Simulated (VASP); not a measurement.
Input of a VASP 6.6.1 run:

Contents of INCAR:

```
SYSTEM = SnO2
PREC = Accurate ; ENCUT = 520
EDIFF = 1E-7 ; ISMEAR = -1
SIGMA = 0.08 ; LREAL = .FALSE.
LASPH = .TRUE. ; NELM = 80
ALGO = Normal ; ISIF = 2
LWAVE = .FALSE. ; LCHARG = .FALSE.
GGA = PE ; NBANDS = 20
```

File KPOINTS:

```
Automatic mesh
0
G
  12 12 12
  0 0 0
```

The input POSCAR:

```
SnO2
1.0
    0.0000000000      2.5190975357      2.5190975357
    2.5190975357      0.0000000000      2.5190975357
    2.5190975357      2.5190975357      0.0000000000
Sn O
1 2
Direct
    0.0000000000      0.0000000000      0.0000000000
    0.2500000000      0.2500000000      0.2500000000
    0.7500000000      0.7500000000      0.7500000000
```

Potentials or basis: VASP PAW PBE potentials, release 64 (Sn_d, O).

Launch:

```sh
$ cat potpaw_PBE.64/Sn_d/POTCAR potpaw_PBE.64/O/POTCAR > POTCAR
$ mpirun -np 1 vasp_std > vasp.out
```

(1) What does it give for the pressure?

(2) What does it give for the band gap on the k mesh?

## Answers

(1) 14.2 GPa.

(2) 0.45 eV, indirect (least direct gap 1.89 eV).

Caveat: spin-orbit coupling is left out, which moves the levels of the heavy elements.
